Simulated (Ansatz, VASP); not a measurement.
## Two plane-wave programs on W3Se

```xyz
4
Lattice="4.0403 0.0000 0.0000 0.0000 4.0403 0.0000 0.0000 0.0000 4.0403" Properties=species:S:1:pos:R:3 pbc="T T T"
W     0.0000    2.0201    2.0201
W     2.0201    0.0000    2.0201
W     2.0201    2.0201    0.0000
Se    0.0000    0.0000    0.0000
```

Alike in both runs: functional PBE; k mesh 12 × 12 × 12; occupations gaussian, width 0.1 eV; no spin polarisation.

Ansatz relaxed the structure, and its values are those at the end. VASP's run is a single point on that final structure, the one shown.

|  | VASP | Ansatz |
| --- | --- | --- |
| version | VASP 6.6.1 | Ansatz 0.2.0 |
| potentials or method | VASP PAW PBE potentials, release 64 (W_sv, Se), cutoff 520 eV | scalar-relativistic, plane waves, PAW |
| valence electrons in the cell | 48 | 58 |

```tsv
	VASP	Ansatz	Ansatz less VASP
gap on the k mesh at the Fermi level (eV)	none	none	-
pressure (GPa)	0.4	0.0	-0.39
```

A gap of «none» marks a metal or a gap that the smearing closes. VASP's potentials hold 48 valence electrons a cell and Ansatz's 58, so a difference there can come from the potentials and not from the codes.

Spin-orbit coupling is off throughout.
